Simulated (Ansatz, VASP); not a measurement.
# TiO2 in VASP and in Ansatz

```
Ti O
1.0
     4.54535    0.00000    0.00000
     0.00000    5.51962    0.00000
     0.00000    0.00000    4.90920
Ti O
4 8
Direct
  0.00000 0.17299 0.75000
  0.50000 0.32701 0.25000
  0.00000 0.82701 0.25000
  0.50000 0.67299 0.75000
  0.27145 0.38172 0.91865
  0.77145 0.11828 0.08135
  0.22855 0.11828 0.41865
  0.72855 0.38172 0.58135
  0.27145 0.61828 0.41865
  0.77145 0.88172 0.58135
  0.22855 0.88172 0.91865
  0.72855 0.61828 0.08135
```

Alike in both runs: task single point; functional PBE; k mesh 6 × 5 × 6; occupations fermi-dirac, width 0.05 eV; no spin polarisation.

```csv
,VASP,Ansatz
version,VASP 6.6.1,Ansatz 0.2.0
potentials or method,"VASP PAW PBE potentials, release 64 (Ti_sv, O)",Ansatz PAW
plane-wave cutoff (eV),520,420
valence electrons in the cell,96,96
```

|  | VASP | Ansatz | Ansatz less VASP |
| --- | --- | --- | --- |
| gap on the k mesh at the Fermi level (eV) | 2.60 | 2.62 | +0.022 |
| least direct gap on the mesh (eV) | 2.65 | 2.67 | +0.024 |
| pressure (GPa) | 4.8 | 4.1 | -0.73 |
| rms of the force components (eV/Å) | 0.036 | 0.049 | +0.0134 |

Atom by atom the forces differ by 0.017 eV/Å (rms over components). With one functional, cell and mesh, what is left measures potentials, basis and numerics.

Noted on Ansatz's run: odd divisions of the mesh miss points on the zone boundary, where band edges often lie, so the gap on the mesh can be too wide.
